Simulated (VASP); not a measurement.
Wanted: the native input for a VASP 6.6.1 run.

```yaml
Task: single point
Functional: PBE
Potentials_or_basis: VASP PAW PBE potentials, release 64 (Sr_sv, O)
Cutoff: 520 eV
k_mesh: 8 × 8 × 8
Occupations: fermi-dirac, width 0.02 eV
Spin: no spin polarisation
Dipole_correction: no
Further_INCAR_settings: ALGO = Normal; EDIFF = 1e-06; NBANDS = 15
```

The structure of SrO lies in POSCAR:

```
SrO
1.0
    0.0000000000      2.5698000000      2.5184040000
    2.5698000000      0.0000000000      2.5184040000
    2.5698000000      2.5698000000      0.0000000000
Sr O
1 1
Direct
    0.0000000000      0.0000000000      0.0000000000
    0.5000000000      0.5000000000      0.5000000000
```

This cell differs from its parent crystal: zz strain of -2 %.

The input as run:

INCAR

```
ALGO = Normal ; EDIFF = 1E-6
ENCUT = 520 ; GGA = PE
ISIF = 2 ; ISMEAR = -1
LASPH = True ; LCHARG = True
LELF = True ; LREAL = False
LVHAR = True ; LWAVE = False
NBANDS = 15 ; NELM = 100
PREC = Accurate ; SIGMA = 0.02
```

KPOINTS

```
k-points
0
Gamma
  8 8 8
```

Potentials or basis: VASP PAW PBE potentials, release 64 (Sr_sv, O).

The run is started by

```sh
$ cat potpaw_PBE.64/Sr_sv/POTCAR potpaw_PBE.64/O/POTCAR > POTCAR
$ mpirun -np 1 vasp_std > vasp.out
```

Results of the run:

The pressure is 5.7 GPa. The band gap on the k mesh is 3.15 eV, indirect (least direct gap 3.29 eV).

Caveat: the cell differs from its parent crystal (zz strain of -2 %).

It took 22 s on 1 thread of Intel(R) Xeon(R) Platinum 8488C (Sapphire Rapids) (shared host), peak memory 0.17 GiB.
